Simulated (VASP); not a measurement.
# Hf in VASP: a series of runs

The runs below take Hf through single point, with r2SCAN, LDA, PBEsol-based screened hybrid.

Program: VASP 6.6.1. These are calculated values, not measurements. Logs are shortened: lines on timing, memory, paths and dates and some standing lists are left out, and cuts for length are marked.

## 1. The cell of the first run

The typed cell holds 2 atoms: a = 3.197 Å, b = 3.197 Å, c = 5.058 Å, α = 90.00°, β = 90.00°, γ = 120.00°.

## 2. Single point, r2SCAN

POSCAR

```
Hf
1.0
    3.1967000000      0.0000000000      0.0000000000
   -1.5983500000      2.7684234083      0.0000000000
    0.0000000000      0.0000000000      5.0578000000
Hf
2
Direct
    0.6707990000      0.3463000000      0.7545060000
    0.3256540000      0.6728700000      0.2466750000
```

INCAR.step1

```
SYSTEM = Hf
PREC = Accurate
ENCUT = 520
ISMEAR = 1
SIGMA = 0.05
LREAL = .FALSE.
LASPH = .TRUE.
NELM = 80
NBANDS = 17
GGA = PE
ALGO = Normal
EDIFF = 1E-4
LWAVE = .TRUE.
LCHARG = .FALSE.
```

INCAR.step2

```
SYSTEM = Hf
PREC = Accurate
ENCUT = 520
EDIFF = 1E-7
ISMEAR = 1
SIGMA = 0.05
LREAL = .FALSE.
LASPH = .TRUE.
NELM = 80
ALGO = Normal
ISIF = 2
LWAVE = .FALSE.
LCHARG = .TRUE.
METAGGA = R2SCAN
LMIXTAU = .TRUE.
LELF = .TRUE.
LVHAR = .TRUE.
NBANDS = 17
ISTART = 1
```

KPOINTS

```
regular mesh
0
G
  9 9 5
  0 0 0
```

Potentials or basis: VASP PAW PBE potentials, release 64 (Hf_pv).

Command:

```sh
$ cat potpaw_PBE.64/Hf_pv/POTCAR > POTCAR
$ cp INCAR.step1 INCAR
$ mpirun -np 1 vasp_std > vasp.out
$ cp INCAR.step2 INCAR
$ mpirun -np 1 vasp_std > vasp.out
```

OUTCAR:

```text
SYSTEM = Hf
   PREC = Accurate
   ENCUT = 520
   EDIFF = 1E-7
   ISMEAR = 1
   LREAL = .FALSE.
   LASPH = .TRUE.
   NELM = 80
   ISIF = 2
   METAGGA = R2SCAN
   ISTART = 1

 ion  position               nearest neighbor table
   1  0.671  0.346  0.755-   2 3.08   2 3.11   2 3.11   2 3.14   2 3.17   2 3.17
   2  0.326  0.673  0.247-   1 3.08   1 3.11   1 3.11   1 3.14   1 3.17   1 3.17

  LATTYP: Found a hexagonal cell.
 ALAT       =     3.1967000000
 C/A-ratio  =     1.5821941377

  Lattice vectors:

 A1 = (   3.1967000000,   0.0000000000,   0.0000000000)
 A2 = (  -1.5983500000,   2.7684234083,   0.0000000000)
 A3 = (   0.0000000000,   0.0000000000,   5.0578000000)

Analysis of symmetry for initial positions (statically):
=====================================================================
 Subroutine PRICEL returns:
 Original cell was already a primitive cell.

 Routine SETGRP: Setting up the symmetry group for a
 hexagonal supercell.

 Subroutine GETGRP returns: Found  2 space group operations
 (whereof  1 operations were pure point group operations)
 out of a pool of 24 trial point group operations.

The static configuration has the point symmetry C_1 .
 The point group associated with its full space group is S_2 .

Analysis of symmetry for dynamics (positions and initial velocities):
=====================================================================
 Subroutine PRICEL returns:
 Original cell was already a primitive cell.

 Routine SETGRP: Setting up the symmetry group for a
 hexagonal supercell.

 Subroutine GETGRP returns: Found  2 space group operations
 (whereof  1 operations were pure point group operations)
 out of a pool of 24 trial point group operations.

The dynamic configuration has the point symmetry C_1 .
 The point group associated with its full space group is S_2 .

 Subroutine INISYM returns: Found  2 space group operations
 (whereof  1 operations are pure point group operations),
 and found     1 'primitive' translations

----------------------------------------------------------------------------------------

                                     Primitive cell

  volume of cell :      44.7606

  direct lattice vectors                    reciprocal lattice vectors
     3.196700000  0.000000000  0.000000000     0.312822598  0.180608211  0.000000000
    -1.598350000  2.768423408  0.000000000     0.000000000  0.361216423  0.000000000
     0.000000000  0.000000000  5.057800000     0.000000000  0.000000000  0.197714421

  length of vectors
     3.196700000  3.196700000  5.057800000     0.361216423  0.361216423  0.197714421

  position of ions in fractional coordinates (direct lattice)
     0.670799000  0.346300000  0.754506000
     0.325654000  0.672870000  0.246675000

  ion indices of the primitive-cell ions
   primitive index   ion index
                 1           1
                 2           2

----------------------------------------------------------------------------------------

 KPOINTS: regular mesh

Automatic generation of k-mesh.
 Grid dimensions read from file:
 generate k-points for:    9    9    5

 Generating k-lattice:

  Cartesian coordinates                     Fractional coordinates (reciprocal lattice)
     0.034758066  0.020067579  0.000000000     0.111111111 -0.000000000  0.000000000
     0.000000000  0.040135158  0.000000000     0.000000000  0.111111111  0.000000000
     0.000000000  0.000000000  0.039542884     0.000000000  0.000000000  0.200000000

  Length of vectors
     0.040135158  0.040135158  0.039542884

  Shift w.r.t. Gamma in fractional coordinates (k-lattice)
     0.000000000  0.000000000  0.000000000

 Subroutine IBZKPT returns following result:
 ===========================================

 Found    203 irreducible k-points:

 Following reciprocal coordinates:
            Coordinates               Weight
  0.000000  0.000000  0.000000      1.000000
  0.111111 -0.000000  0.000000      2.000000
  0.000000  0.111111  0.000000      2.000000
 -0.111111  0.111111  0.000000      2.000000
  0.222222  0.000000  0.000000      2.000000
  0.000000  0.222222  0.000000      2.000000
[... 16 lines left out ...]
  0.333333  0.111111  0.000000      2.000000
 -0.111111  0.444444  0.000000      2.000000
 [... further k-points ...]
   k-points           NKPTS =    203   k-points in BZ     NKDIM =    203   number of bands    NBANDS=     17
   number of dos      NEDOS =    301   number of ions     NIONS =      2
   total plane-waves  NPLWV =  23040
   dimension x,y,z NGX =    24 NGY =   24 NGZ =   40
   dimension x,y,z NGXF=    48 NGYF=   48 NGZF=   80
   ions per type =               2
   NGX,Y,Z   is equivalent  to a cutoff of  12.48, 12.48, 13.15 a.u.
   NGXF,Y,Z  is equivalent  to a cutoff of  24.96, 24.96, 26.30 a.u.
 SYSTEM =  Hf
   PREC   = accura    normal or accurate (medium, high low for compatibility)
   ISTART =      1    job   : 0-new  1-cont  2-samecut
   ICHARG =      0    charge: 1-file 2-atom 10-const
   ISPIN  =      1    spin polarized calculation?
   LNONCOLLINEAR =      F non collinear calculations
   LSORBIT =      F    spin-orbit coupling
   LASPH  =      T    aspherical Exc in radial PAW
   ENCUT  =  520.0 eV  38.22 Ry    6.18 a.u.   5.94  5.94  9.40*2*pi/ulx,y,z
   NELM   =     80;   NELMIN=  2; NELMDL=  0     # of ELM steps
   EDIFF  = 0.1E-06   stopping-criterion for ELM
   LREAL  =      F    real-space projection
   EDIFFG = 0.1E-05   stopping-criterion for IOM
   NSW    =      0    number of steps for IOM
   IBRION =     -1    ionic relax: 0-MD 1-quasi-New 2-CG
   NFREE  =      0    steps in history (QN), initial steepest desc. (CG)
   ISIF   =      2    stress and relaxation
   ISYM   =      2    0-nonsym 1-usesym 2-fastsym
   POTIM  = 0.5000    time-step for ionic-motion
   TEBEG  =    0.0;   TEEND  =   0.0 temperature during run
   PSTRESS=    0.0 pullay stress
   NELECT =      20.0000    total number of electrons
   NUPDOWN=      -1.0000    fix difference up-down
   EMIN   =  10.00;   EMAX   =-10.00  energy-range for DOS
   EFERMI =   0.00;   METHOD = LEGACY
   ISMEAR =     1;   SIGMA  =   0.05  broadening in eV -4-tet -1-fermi 0-gaus
   EFERMI_NEDOS =   21; number of points for ismear=-14 and -15
   IALGO  =     38    algorithm
   IMIX   =      4    mixing-type and parameters
     AMIX     =   0.40;   BMIX     =  1.00
     AMIX_MAG =   1.60;   BMIX_MAG =  1.00
  volume/ion in A,a.u.               =      22.38       151.03
  Fermi-wavevector in a.u.,A,eV,Ry     =   1.251563  2.365112 21.312311  1.566411
  Thomas-Fermi vector in A             =   2.385505
   LORBIT       =      0    0 simple, 1 ext, 2 COOP (PROOUT), +10 PAW based schemes
   METAGGA = R2SCAN    functional components
   LHFCALC =     F    Hartree Fock is set to
   AEXX    =    0.0000 exact exchange contribution
   IVDW    =     0    specifies the selected vdW correction
   LEPSILON=     F    determine dielectric tensor
   LRPA    =     F    only Hartree local field effects (RPA)
 non-spin polarized calculation
 Methfessel and Paxton  Order N= 1 SIGMA  =   0.05
  energy-cutoff  :      520.00
  volume of cell :       44.76
 maximum number of plane-waves:      1224
   NGX = 11   NGY = 11   NGZ = 19

 number of electron      19.9999999 magnetization

 Free energy of the ion-electron system (eV)
  ---------------------------------------------------
  ext. energy  EPLUGINS =         0.00000000
  ---------------------------------------------------
  free energy    TOTEN  =       -90.29926505 eV

  energy without entropy =      -90.29899887  energy(sigma->0) =      -90.29917632

 E-fermi :   4.7966     XC(G=0): -12.1503

 val. band max:        4.7853881400   @ k =   0.2222   0.4444   0.4000
 cond. band min:       4.8038071853   @ k =  -0.3333  -0.2222   0.4000
 fundamental gap:      0.0184190453
 Fermi energy:         4.7966189425

 k-point     1 :       0.0000    0.0000    0.0000
  band No.  band energies     occupation
      1     -27.4268      2.00000
      2     -26.6474      2.00000
      3     -26.6388      2.00000
      4     -26.5315      2.00000
      5     -26.5185      2.00000
      6     -26.5086      2.00000
[... 9 lines left out ...]
     16       7.8515      0.00000
     17      10.3764      0.00000

 k-point     2 :       0.1111   -0.0000    0.0000
  band No.  band energies     occupation
      1     -27.3933      2.00000
      2     -26.7164      2.00000
      3     -26.6625      2.00000
      4     -26.5817      2.00000
      5     -26.5467      2.00000
      6     -26.5270      2.00000
[... 9 lines left out ...]
     16       7.5174      0.00000
     17      10.6774      0.00000

 k-point     3 :       0.0000    0.1111    0.0000
  band No.  band energies     occupation
      1     -27.3945      2.00000
      2     -26.7108      2.00000
      3     -26.6680      2.00000
      4     -26.5884      2.00000
      5     -26.5455      2.00000
      6     -26.5200      2.00000
[... 9 lines left out ...]
     16       7.4918      0.00000
     17      10.7948      0.00000

 k-point     4 :      -0.1111    0.1111    0.0000
  band No.  band energies     occupation
      1     -27.3943      2.00000
      2     -26.7114      2.00000
      3     -26.6673      2.00000
      4     -26.5879      2.00000
      5     -26.5456      2.00000
      6     -26.5206      2.00000
[... 9 lines left out ...]
     16       7.4954      0.00000
     17      10.7794      0.00000
[... 343 lines left out ...]
      1     -27.2198      2.00000
      2     -26.9877      2.00000
      3     -26.9090      2.00000
      4     -26.7460      2.00000
      5     -26.6404      2.00000
      6     -26.6017      2.00000
[... 9 lines left out ...]
     16       9.5567      0.00000
     17      11.1860      0.00000

 k-point    23 :       0.3333    0.1111    0.0000
  band No.  band energies     occupation
      1     -27.1515      2.00000
      2     -27.0915      2.00000
      3     -27.0153      2.00000
      4     -26.8285      2.00000
      5     -26.7282      2.00000
      6     -26.6377      2.00000
[... 9 lines left out ...]
     16      11.1681      0.00000
     17      11.3527      0.00000

 k-point    24 :      -0.1111    0.4444    0.0000
  band No.  band energies     occupation
      1     -27.1531      2.00000
      2     -27.1102      2.00000
      3     -27.0136      2.00000
      4     -26.8310      2.00000
      5     -26.7075      2.00000
      6     -26.6344      2.00000
[... 9 lines left out ...]
     16      11.1336      0.00000
     17      11.3979      0.00000

 [... further k-points ...]
[... 5 lines left out ...]
  --------------------------------------------------------------------------------------
  -------------------------------------------------------------------------------------
  Total       -0.1240312     -0.1875818     -0.5060999      0.0427932      0.0103431      0.0145307
  in kB       -4.4396179     -6.7143692    -18.1155196      1.5317540      0.3702244      0.5201157
  external PRESSURE =      -9.7565022 kB  Pullay stress =       0.0000000 kB

 VOLUME and BASIS-vectors are now :
 -----------------------------------------------------------------------------
  energy-cutoff  :      520.00
  volume of cell :       44.76
      direct lattice vectors                 reciprocal lattice vectors
     3.196700000  0.000000000  0.000000000     0.312822598  0.180608211  0.000000000
    -1.598350000  2.768423408  0.000000000     0.000000000  0.361216423  0.000000000
     0.000000000  0.000000000  5.057800000     0.000000000  0.000000000  0.197714421

 POSITION                                       TOTAL-FORCE (eV/Angst)
 -----------------------------------------------------------------------------------
      1.59083      0.95871      3.81614        -0.064688     -0.044607     -0.118766
     -0.03446      1.86279      1.24763         0.064688      0.044607      0.118766
 -----------------------------------------------------------------------------------
    total drift:                               -0.000001     -0.000001     -0.000000

  FREE ENERGIE OF THE ION-ELECTRON SYSTEM (eV)
  ---------------------------------------------------
  free  energy   TOTEN  =       -90.2992650483 eV

  energy  without entropy=      -90.2989988749  energy(sigma->0) =      -90.29917632
```

Wall time 4.3 min (1 thread of Intel Xeon Platinum 8488C (Sapphire Rapids), shared host); peak memory 0.27 GiB.

Results:

```
Free energy            : -90.2993 eV
Pressure               : -1.0 GPa
Largest force          : 0.142 eV/Å
Band gap on the k mesh : zero (band 10 reaches 6.14 eV, above the bottom of band 11 at 4.36 eV)
```

Forces in eV/Å, atoms in the order of the input:
```
Hf  -0.065 -0.045 -0.119
Hf   0.065  0.045  0.119
```

Caveat: the PAW data sets were made with another functional, which shifts forces and pressure a little; spin-orbit coupling is left out, which moves the levels of the heavy elements.

## 3. Single point, LDA

INCAR

```
SYSTEM = Hf
  ALGO = Fast
  EDIFF = 1E-7
  ENCUT = 520
  ISIF = 2
  ISMEAR = 1
  LASPH = .True.
  LCHARG = .True.
  LELF = .True.
  LREAL = .False.
  LVHAR = .True.
  LWAVE = .False.
  NBANDS = 17
  NELM = 60
  PREC = Accurate
  SIGMA = 0.1
```

KPOINTS

```
k-points
0
Gamma
  13 13 7
  0 0 0
```

POSCAR is that of step 2.

Potentials or basis: VASP PAW LDA potentials, release 64 (Hf_pv).

Command:

```sh
$ cat potpaw_LDA.64/Hf_pv/POTCAR > POTCAR
$ mpirun -np 1 vasp_std > vasp.out
```

Wall time 4.4 min (1 thread of Intel Xeon Platinum 8488C (Sapphire Rapids), shared host); peak memory 0.45 GiB.

It converged, with:

| Property | Result |
| --- | --- |
| Free energy | -21.3093 eV |
| Pressure | -7.5 GPa |
| Largest force | 0.099 eV/Å |
| Band gap on the k mesh | zero (band 10 reaches 5.87 eV, above the bottom of band 11 at 4.37 eV) |

Forces on the atoms (eV/Å):
```
Hf  -0.044 -0.030 -0.084
Hf   0.044  0.030  0.084
```

Stress tensor (GPa, compression positive):
```
-7.30  0.21  0.06
 0.21 -7.59  0.04
 0.06  0.04 -7.63
```

Levels at points of the mesh, in eV from the Fermi level:
| k point | band 7 | band 8 | band 9 | band 10 | band 11 | band 12 | band 13 | band 14 |
| --- | --- | --- | --- | --- | --- | --- | --- | --- |
| (0.00, 0.00, 0.00) | -7.32 | -3.72 | 0.76 | 1.07 | 1.11 | 1.39 | 1.86 | 1.93 |

Caveat: spin-orbit coupling is left out, which moves the levels of the heavy elements.

## 4. Single point, PBEsol-based screened hybrid

This run uses another cell than the first one, of 21.87 Å³/atom, 0.977 times its volume.

POSCAR

```
Hf
1.0
    3.2032913054      0.0000000000      0.0000000000
   -1.6016456527      2.7741316462      0.0000000000
    0.0000000000      0.0000000000      4.9210503643
Hf
2
Direct
    0.6666666667      0.3333333333      0.7500000000
    0.3333333333      0.6666666667      0.2500000000
```

INCAR.step1

```
ALGO     = Normal         # electronic algorithm
EDIFF    = 1E-5           # SCF threshold, eV
ENCUT    = 520            # plane-wave cutoff, eV
GGA      = PE             # functional
ISIF     = 2              # what is computed and relaxed
ISMEAR   = -1             # smearing method
LASPH    = True           # aspherical terms in the spheres
LCHARG   = False          # write CHGCAR
LREAL    = False          # projectors in reciprocal space
LWAVE    = True           # write WAVECAR
NBANDS   = 17             # bands
NELM     = 80             # most SCF steps
PREC     = Accurate       # precision mode
SIGMA    = 0.05           # smearing width, eV
```

INCAR.step2

```
AEXX     = 0.25           # exact-exchange fraction
ALGO     = Normal         # electronic algorithm
EDIFF    = 1E-6           # SCF threshold, eV
ENCUT    = 520            # plane-wave cutoff, eV
GGA      = PS             # functional
HFSCREEN = 0.207          # screening, 1/A
ISIF     = 2              # what is computed and relaxed
ISMEAR   = -1             # smearing method
ISTART   = 1            
LASPH    = True           # aspherical terms in the spheres
LCHARG   = False          # write CHGCAR
LHFCALC  = True           # exact exchange
LREAL    = False          # projectors in reciprocal space
LWAVE    = False          # write WAVECAR
NBANDS   = 17             # bands
NELM     = 80             # most SCF steps
PREC     = Accurate       # precision mode
PRECFOCK = Normal       
SIGMA    = 0.05           # smearing width, eV
```

KPOINTS

```
k-points
0
Gamma
  5 5 3
```

Potentials or basis: VASP PAW PBE potentials, release 64 (Hf_pv).

Command:

```sh
$ cat potpaw_PBE.64/Hf_pv/POTCAR > POTCAR
$ cp INCAR.step1 INCAR
$ mpirun -np 1 vasp_std > vasp.out
$ cp INCAR.step2 INCAR
$ mpirun -np 1 vasp_std > vasp.out
```

Wall time 14 min (1 thread of AMD EPYC 7R13 (Zen 3), shared host); peak memory 0.24 GiB.

It converged, with:

- Free energy: -23.2972 eV
- Pressure: -2.0 GPa
- Band gap on the k mesh: zero (band 10 reaches 6.36 eV, above the bottom of band 11 at 4.96 eV)

Stress tensor (GPa, compression positive):
```
-1.96  0.00  0.00
 0.00 -1.96  0.00
 0.00  0.00 -2.18
```

Levels at points of the mesh, in eV from the Fermi level:
```
           k point  band 7  band 8  band 9  band 10  band 11  band 12  band 13  band 14
(0.00, 0.00, 0.00)   -8.61   -4.29    0.75     1.41     1.41     2.25     2.54     2.54
```

Caveat: the k points lie up to 0.45 Å⁻¹ apart; the PAW data sets were made with another functional, which shifts forces and pressure a little; spin-orbit coupling is left out, which moves the levels of the heavy elements.

## 5. Summary

| level | potentials or basis | cell | k mesh | smearing | grid for exact exchange (PRECFOCK) | share of exact exchange | screening parameter | gap on the mesh (eV) | pressure (GPa) | largest force (eV/Å) |
| --- | --- | --- | --- | --- | --- | --- | --- | --- | --- | --- |
| r2SCAN | VASP PAW PBE potentials, release 64 (Hf_pv) | a = 3.197, b = 3.197, c = 5.058 Å, angles 90.0, 90.0, 120.0°, 2 atoms | 9 × 9 × 5 | methfessel-paxton 0.05 eV | - | - | - | none | -1.0 | 0.14 |
| LDA | VASP PAW LDA potentials, release 64 (Hf_pv) | a = 3.197, b = 3.197, c = 5.058 Å, angles 90.0, 90.0, 120.0°, 2 atoms | 13 × 13 × 7 | methfessel-paxton 0.1 eV | - | - | - | none | -7.5 | 0.10 |
| PBEsol-based screened hybrid | VASP PAW PBE potentials, release 64 (Hf_pv) | a = 3.203, b = 3.203, c = 4.921 Å, angles 90.0, 90.0, 120.0°, 2 atoms | 5 × 5 × 3 | fermi-dirac 0.05 eV | Normal | 0.25 | 0.207 1/Å | none | -2.0 | - |

Alike in all rows: task single point; no spin polarisation; cutoff (eV) 520.

Caveats: some runs use coarse meshes; spin-orbit coupling is left out, which moves the levels of the heavy elements; the PAW data sets were made with another functional, which shifts forces and pressure a little (some runs).

Total energies depend on the potentials used, so only differences within one code and one set of settings carry meaning.
